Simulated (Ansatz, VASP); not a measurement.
## Co2Si in VASP and in Ansatz

```
CELL_PARAMETERS angstrom
4.88058 0.00000 0.00000
0.00000 3.71287 0.00000
0.00000 0.00000 7.04183
ATOMIC_POSITIONS crystal
Co 0.82683 0.75000 0.43423
Co 0.67317 0.25000 0.93423
Co 0.46432 0.75000 0.71798
Co 0.03568 0.25000 0.21798
Co 0.32683 0.75000 0.06577
Co 0.17317 0.25000 0.56577
Co 0.96432 0.75000 0.78202
Co 0.53568 0.25000 0.28202
Si 0.70199 0.25000 0.60454
Si 0.79801 0.75000 0.10454
Si 0.20199 0.25000 0.89546
Si 0.29801 0.75000 0.39546
```

Alike in both runs: functional PBE; k mesh 3 × 4 × 3; occupations gaussian, width 0.2 eV; collinear spin.

Ansatz relaxed the structure, and its values are those at the end. VASP's run is a single point on that final structure, the one shown.

|  | VASP | Ansatz |
| --- | --- | --- |
| version | VASP 6.6.1 | Ansatz 0.2.0 |
| potentials or method | VASP PAW PBE potentials, release 64 (Co, Si), cutoff 520 eV | scalar-relativistic, plane waves, PAW |
| valence electrons in the cell | 88 | 152 |

```csv
,VASP,Ansatz,Ansatz less VASP
gap on the k mesh at the Fermi level (eV),none,none,-
pressure (GPa),-0.2,-0.1,+0.16
rms of the force components (eV/Å),0.017,0.017,+0.0002
net moment per atom (μB),0.17,0.17,-0.002
size of the moment on the site where the two differ most (μB),0.22,0.22,+0.006
```

Site moments also hang on the region over which each program counts them. A gap of «none» marks a metal or a gap that the smearing closes. VASP's potentials hold 88 valence electrons a cell and Ansatz's 152, so a difference there can come from the potentials and not from the codes. Ansatz's warnings: seeded moment not kept.

The k mesh is coarse, so the values compare programs but aren't converged.
